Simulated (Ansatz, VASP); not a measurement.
**One calculation of MoS2, two programs**

```
Mo S
1.0
     3.14156    0.00000    0.00000
    -1.57078    2.72067    0.00000
     0.00000    0.00000   12.57719
Mo S
2 4
Cartesian
  0.0000 1.8138 3.1443
  1.5708 0.9069 9.4329
  0.0000 1.8138 7.8736
  1.5708 0.9069 1.5850
  0.0000 1.8138 10.9922
  1.5708 0.9069 4.7036
```

Alike in both runs: task single point; functional PBEsol; k mesh 8 × 8 × 2; occupations gaussian, width 0.02 eV; collinear spin.

|  | VASP | Ansatz |
| --- | --- | --- |
| version | VASP 6.6.1 | Ansatz 0.2.0 |
| potentials or method | VASP PAW PBE potentials, release 64 (Mo_sv, S), cutoff 520 eV | plane-wave PAW, scalar-relativistic |
| valence electrons in the cell | 52 | 52 |

```tsv
	VASP	Ansatz	Ansatz less VASP
gap on the k mesh at the Fermi level (eV)	1.10	1.08	-0.015
pressure (GPa)	0.0	0.0	+0.03
net moment per atom (μB)	0.00	0.00	0.000
```

VASP's potentials were made for PBE, not for PBEsol, and Ansatz warns of the same on its side. Ansatz's warnings: moment headroom below auto, seeded moment not kept.
